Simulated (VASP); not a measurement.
# Al3GaN4 (Pm) in VASP: further runs, part 2 of 2

VASP 6.6.1. Earlier steps stand in the parts before.

## (3) Single point, r2SCAN (the part above a cut slid along it)

POSCAR

```
Al3GaN4
1.0
   -5.0380822009      0.0000000000     -0.0000609628
    0.0000000000     -3.1249488261      0.0000000000
   -1.5180061450      0.0000000000     10.8207676723
Al Ga N
6 2 8
Direct
    0.2872950769      0.5000000000      0.7082775373
    0.4372950769      0.5000000000      0.2082775373
    0.9867013388      0.5000000000      0.0421009685
    0.8367013388      0.5000000000      0.5421009685
    0.7618540046      1.0000000000      0.7904722320
    0.9118540046      1.0000000000      0.2904722320
    0.2131796429      1.0000000000      0.9577522322
    0.3631796429      1.0000000000      0.4577522322
    0.6019504694      1.0000000000      0.9578085062
    0.7519504694      1.0000000000      0.4578085062
    0.6648595667      0.5000000000      0.7082161458
    0.8148595667      0.5000000000      0.2082161458
    0.3610892497      0.5000000000      0.0449905032
    0.2110892497      0.5000000000      0.5449905032
    0.1403115009      1.0000000000      0.7875823748
    0.2903115009      1.0000000000      0.2875823748
```

INCAR.step1

```
PREC     = Accurate       # precision mode
ENCUT    = 520            # plane-wave cutoff, eV
ISMEAR   = 0              # smearing method
SIGMA    = 0.05           # smearing width, eV
LREAL    = Auto         
LASPH    = T              # aspherical terms in the spheres
NELM     = 60             # most SCF steps
NBANDS   = 56             # bands
GGA      = PE             # functional
ALGO     = Normal         # electronic algorithm
EDIFF    = 1E-4           # SCF threshold, eV
LWAVE    = T              # write WAVECAR
LCHARG   = F              # write CHGCAR
```

INCAR.step2

```
PREC     = Accurate       # precision mode
ENCUT    = 520            # plane-wave cutoff, eV
EDIFF    = 1E-6           # SCF threshold, eV
ISMEAR   = 0              # smearing method
SIGMA    = 0.05           # smearing width, eV
LREAL    = Auto         
LASPH    = T              # aspherical terms in the spheres
NELM     = 60             # most SCF steps
ALGO     = Normal         # electronic algorithm
ISIF     = 2              # what is computed and relaxed
LWAVE    = F              # write WAVECAR
LCHARG   = F              # write CHGCAR
METAGGA  = R2SCAN         # meta-GGA
LMIXTAU  = T            
NBANDS   = 56             # bands
ISTART   = 1
```

KPOINTS

```
regular mesh
0
Gamma
  5 7 2
```

Potentials or basis: VASP PAW PBE potentials, release 64 (Al, Ga_d, N).

Launch:

```sh
$ cat potpaw_PBE.64/Al/POTCAR potpaw_PBE.64/Ga_d/POTCAR potpaw_PBE.64/N/POTCAR > POTCAR
$ cp INCAR.step1 INCAR
$ mpirun -np 1 vasp_std > vasp.out
$ cp INCAR.step2 INCAR
$ mpirun -np 1 vasp_std > vasp.out
```

OUTCAR:

```text
PREC = Accurate
   ENCUT = 520
   EDIFF = 1E-6
   ISMEAR = 0
   LREAL = Auto
   LASPH = T
   NELM = 60
   ISIF = 2
   METAGGA = R2SCAN
   ISTART = 1

 ion  position               nearest neighbor table
   1  0.287  0.500  0.708-  14 1.88  15 1.89  15 1.89  11 1.90   5 3.09   5 3.09   4 3.09   5 3.10
                             5 3.10   4 3.10   7 3.12   7 3.12   8 3.13   8 3.13
   2  0.437  0.500  0.208-  13 1.88  16 1.89  16 1.89  12 1.90   6 3.09   6 3.09   3 3.09   6 3.10
                             6 3.10   3 3.10   8 3.12   8 3.12
   3  0.987  0.500  0.042-  13 1.89  12 1.90   7 2.07   7 2.07   2 3.09   2 3.10   6 3.11   6 3.11

   4  0.837  0.500  0.542-  14 1.89  10 1.89  10 1.89  11 1.90   1 3.09   8 3.10   8 3.10   1 3.10
                             8 3.11   8 3.11   5 3.11   5 3.11   6 3.14   6 3.14
   5  0.762  0.000  0.790-   9 1.89  11 1.90  11 1.90  15 1.90   1 3.09   1 3.09   7 3.09   1 3.10
                             1 3.10   4 3.11   4 3.11   7 3.11
   6  0.912  0.000  0.290-  10 1.89  12 1.90  12 1.90  16 1.90   2 3.09   2 3.09   8 3.09   2 3.10
                             2 3.10   3 3.11   3 3.11   8 3.11   4 3.14   4 3.14
   7  0.213  0.000  0.958-  15 1.94   9 1.96  13 2.03  13 2.03   3 2.07   3 2.07   5 3.09   5 3.11
                             1 3.12   1 3.12
   8  0.363  0.000  0.458-  14 1.93  14 1.93  16 1.94  10 1.96   6 3.09   4 3.10   4 3.10   4 3.11
                             4 3.11   6 3.11   2 3.12   2 3.12   1 3.13   1 3.13
   9  0.602  0.000  0.958-   5 1.89   7 1.96
  10  0.752  0.000  0.458-   4 1.89   4 1.89   6 1.89   8 1.96
  11  0.665  0.500  0.708-   4 1.90   5 1.90   5 1.90   1 1.90
  12  0.815  0.500  0.208-   3 1.90   6 1.90   6 1.90   2 1.90
  13  0.361  0.500  0.045-   2 1.88   3 1.89   7 2.03   7 2.03
  14  0.211  0.500  0.545-   1 1.88   4 1.89   8 1.93   8 1.93
  15  0.140  0.000  0.788-   1 1.89   1 1.89   5 1.90   7 1.94
  16  0.290  0.000  0.288-   2 1.89   2 1.89   6 1.90   8 1.94

  LATTYP: Found a simple monoclinic cell.
 ALAT       =     5.0380822013
 B/A-ratio  =     0.6202655497
 C/A-ratio  =     2.1688265954
 COS(beta)  =    -0.1389139909

  Lattice vectors:

 A1 = (  -5.0380822009,   0.0000000000,  -0.0000609628)
 A2 = (   0.0000000000,   3.1249488261,   0.0000000000)
[... 183 lines left out ...]
   IVDW    =     0    specifies the selected vdW correction
   LEPSILON=     F    determine dielectric tensor
   LRPA    =     F    only Hartree local field effects (RPA)
 non-spin polarized calculation
 Gauss-broadening in eV      SIGMA  =   0.05
  energy-cutoff  :      520.00
  volume of cell :      170.36
 maximum number of plane-waves:      4618
 NGX is ok and might be reduce to    40
   NGX = 19   NGY = 11   NGZ = 41

 number of electron      83.9999982 magnetization

 Free energy of the ion-electron system (eV)
  ---------------------------------------------------
  ext. energy  EPLUGINS =         0.00000000
  ---------------------------------------------------
  free energy    TOTEN  =      -147.77769074 eV

  energy without entropy =     -147.77444012  energy(sigma->0) =     -147.77606543

 E-fermi :   7.7596     XC(G=0): -11.8003

 val. band max:        7.7204208732   @ k =   0.2000   0.2857   0.0000
 cond. band min:       7.7990029431   @ k =   0.4000   0.1429   0.5000
 fundamental gap:      0.0785820699
 Fermi energy:         7.7595621530

 k-point     1 :       0.0000    0.0000    0.0000
  band No.  band energies     occupation
      1     -10.9582      2.00000
      2     -10.2284      2.00000
      3      -9.8255      2.00000
      4      -9.2771      2.00000
      5      -8.9747      2.00000
      6      -8.8577      2.00000
[... 1357 lines left out ...]
     53      14.4048      0.00000
     54      14.8977      0.00000
 [bands above 54 left out]

------------------------ aborting loop because EDIFF is reached ----------------------------------------

  FORCE on cell =-STRESS in cart. coord.  units (eV):
  Direction    XX          YY          ZZ          XY          YZ          ZX
  --------------------------------------------------------------------------------------
  -------------------------------------------------------------------------------------
  Total        6.8998094     17.4196879      6.5346182      0.0000000      0.0000000      7.6769623
  in kB       64.8904384    163.8264356     61.4559351      0.0000000      0.0000000     72.1993053
  external PRESSURE =      96.7242697 kB  Pullay stress =       0.0000000 kB

 VOLUME and BASIS-vectors are now :
 -----------------------------------------------------------------------------
  energy-cutoff  :      520.00
  volume of cell :      170.36
      direct lattice vectors                 reciprocal lattice vectors
    -5.038082201  0.000000000 -0.000060963    -0.198487889  0.000000000 -0.027845144
     0.000000000 -3.124948826  0.000000000     0.000000000 -0.320005240  0.000000000
    -1.518006145  0.000000000 10.820767672    -0.000001118  0.000000000  0.092414728

 POSITION                                       TOTAL-FORCE (eV/Angst)
 -----------------------------------------------------------------------------------
     -2.52259     -1.56247      7.66409        -0.235302      0.000000     -0.096501
     -2.51930     -1.56247      2.25370        -0.424769      0.000000      0.109665
     -5.03499     -1.56247      0.45550         6.915738      0.000000      5.771823
     -5.03828     -1.56247      5.86590         0.042194      0.000000      0.070741
     -5.03822      0.00000      8.55347        -0.015428      0.000000      0.237230
     -5.03493      0.00000      3.14308         0.025659      0.000000     -0.106731
[... 8 lines left out ...]
     -1.90246      0.00000      8.52224        -0.241224      0.000000     -0.829818
     -1.89917      0.00000      3.11184         0.041447      0.000000     -0.216901
 -----------------------------------------------------------------------------------
    total drift:                                0.007576      0.000000     -0.007772

  FREE ENERGIE OF THE ION-ELECTRON SYSTEM (eV)
  ---------------------------------------------------
  free  energy   TOTEN  =      -147.7776907396 eV

  energy  without entropy=     -147.7744401154  energy(sigma->0) =     -147.77606543
```

OSZICAR.step1:

```text
N       E                     dE             d eps       ncg     rms          rms(c)
DAV:   1     0.852957503922E+03    0.85296E+03   -0.36302E+04  3120   0.190E+03
DAV:   2     0.468939518210E+02   -0.80606E+03   -0.74522E+03  3088   0.577E+02
DAV:   3    -0.107576144439E+03   -0.15447E+03   -0.14992E+03  3104   0.181E+02
DAV:   4    -0.118921468926E+03   -0.11345E+02   -0.11204E+02  3736   0.549E+01
DAV:   5    -0.119169587054E+03   -0.24812E+00   -0.24712E+00  3320   0.821E+00    0.227E+01
DAV:   6    -0.102917284562E+03    0.16252E+02   -0.66890E+01  4400   0.570E+01    0.804E+00
DAV:   7    -0.103041548902E+03   -0.12426E+00   -0.78825E+00  3344   0.159E+01    0.583E+00
DAV:   8    -0.102987931252E+03    0.53618E-01   -0.11607E+00  3736   0.769E+00    0.375E+00
DAV:   9    -0.102962566479E+03    0.25365E-01   -0.53166E-01  3736   0.510E+00    0.111E+00
DAV:  10    -0.102942447517E+03    0.20119E-01   -0.83900E-02  3672   0.240E+00    0.596E-01
DAV:  11    -0.102941461788E+03    0.98573E-03   -0.33891E-02  3384   0.936E-01    0.349E-01
DAV:  12    -0.102942026226E+03   -0.56444E-03   -0.47606E-03  3424   0.375E-01    0.160E-01
DAV:  13    -0.102942373781E+03   -0.34755E-03   -0.80274E-04  3192   0.226E-01    0.465E-02
DAV:  14    -0.102942374208E+03   -0.42704E-06   -0.19663E-04  2288   0.125E-01
   1 F= -.10294237E+03 E0= -.10293953E+03  d E =-.568777E-02
```

Run time: 33 min. Hardware: 1 thread of Oxide Virtual Turin-like, shared host; peak memory 0.35 GiB.

What came out:

```
Free energy            : -147.7777 eV
Pressure               : 9.7 GPa
Largest force          : 9.008 eV/Å
Band gap on the k mesh : 0.08 eV (least direct gap 0.29 eV)
```

Forces in eV/Å, atoms in the order of the input:
```
Al  -0.235  0.000 -0.097
Al  -0.425  0.000  0.110
Al   6.916  0.000  5.772
Al   0.042  0.000  0.071
Al  -0.015  0.000  0.237
Al   0.026  0.000 -0.107
Ga  -5.351  0.000 -4.385
Ga  -0.056  0.000  0.047
N   -2.199  0.000 -0.100
N   -0.082  0.000 -0.072
N    0.035  0.000 -0.278
N    0.228  0.000  0.061
N    1.239  0.000 -0.252
N    0.079  0.000  0.040
N   -0.241  0.000 -0.830
N    0.041  0.000 -0.217
```

Levels at points of the mesh, in eV from the valence-band top:
| k point | band 38 | band 39 | band 40 | band 41 | band 42 | band 43 | band 44 | band 45 | band 46 | band 47 |
| --- | --- | --- | --- | --- | --- | --- | --- | --- | --- | --- |
| (0.00, 0.00, 0.00) | -2.67 | -2.23 | -2.20 | -1.32 | -0.34 | 0.28 | 2.90 | 3.28 | 4.37 | 4.73 |
| (0.00, 0.00, 0.50) | -2.68 | -2.23 | -2.20 | -1.45 | -0.19 | 0.28 | 2.65 | 3.72 | 4.33 | 4.73 |

Caveat: the cell differs from its parent crystal (the part above a cut slid along it); the stress differs along the axes, from 6 to 16 GPa; semilocal functionals underestimate gaps, and a narrow one can read as zero; the PAW data sets were made with another functional, which shifts forces and pressure a little. A k mesh can miss the band edges.
